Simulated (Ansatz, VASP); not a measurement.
One calculation of BN, two programs

File INCAR:

```
SYSTEM = BN
ALGO = Normal
EDIFF = 1E-7
ENCUT = 520
GGA = PS
ISIF = 2
ISMEAR = -1
LASPH = .TRUE.
LCHARG = .TRUE.
LELF = .TRUE.
LREAL = .FALSE.
LVHAR = .TRUE.
LWAVE = .FALSE.
NBANDS = 16
NELM = 100
PREC = Accurate
SIGMA = 0.02
```

KPOINTS

```
k-points
0
G
  11 11 4
  0 0 0
```

The input POSCAR:

```
BN
1.0
    2.5039917043      0.0000000000      0.0000000000
   -1.2519958522      2.1685204268      0.0000000000
    0.0000000000      0.0000000000      6.8610360000
B N
2 2
Direct
    0.3333333333      0.6666666667      0.2500000000
    0.6666666667      0.3333333333      0.7500000000
    0.3333333333      0.6666666667      0.7500000000
    0.6666666667      0.3333333333      0.2500000000
```

Input for Ansatz:

```yaml
crystal:
  lattice:
    - [2.5039917043, 0.0, 0.0]
    - [-1.2519958522, 2.1685204268, 0.0]
    - [0.0, 0.0, 6.861036]
  atoms:
    - { symbol: B, position: [0.3333333333, 0.6666666667, 0.25] }
    - { symbol: B, position: [0.6666666667, 0.3333333333, 0.75] }
    - { symbol: "N", position: [0.3333333333, 0.6666666667, 0.75] }
    - { symbol: "N", position: [0.6666666667, 0.3333333333, 0.25] }
kpoints:
  mp_grid: { grid: [11, 11, 4] }
  band_path:
    path:
      - [0.0, 0.0, 0.0]
      - [0.5, 0.0, 0.0]
      - [0.3333333333, 0.3333333333, 0.0]
      - [0.0, 0.0, 0.0]
      - [0.0, 0.0, 0.5]
      - [0.5, 0.0, 0.5]
      - [0.3333333333, 0.3333333333, 0.5]
      - [0.0, 0.0, 0.5]
      - [0.5, 0.0, 0.5]
    npoints: 5
scf:
  occupations: { method: fermi_dirac, width: 0.02 }
hamiltonian:
  xc: pbesol
  pseudopotentials: { kind: all_electron, lapw: { basis_error: 0.001 } }
output:
  forces: true
  stress: true
  eigenvalues: true
```

Change from the starting cell: zz strain of +3 %.

Alike in both runs: task single point; functional PBEsol; k mesh 11 × 11 × 4; occupations fermi-dirac, width 0.02 eV; no spin polarisation.

|  | VASP | Ansatz |
| --- | --- | --- |
| version | VASP 6.6.1 | Ansatz 0.2.0 |
| potentials or method | VASP PAW PBE potentials, release 64 (B, N), cutoff 520 eV | all-electron LAPW, scalar-relativistic |

```tsv
	VASP	Ansatz	Ansatz less VASP
gap on the k mesh at the Fermi level (eV)	4.28	4.29	+0.005
pressure (GPa)	0.5	0.2	-0.31
traceless stress, the component that is largest in VASP (GPa)	-0.35	0.12	+0.470
```

VASP's potentials were made for PBE, not for PBEsol. Ansatz ran all-electron here, and VASP with PAW potentials.
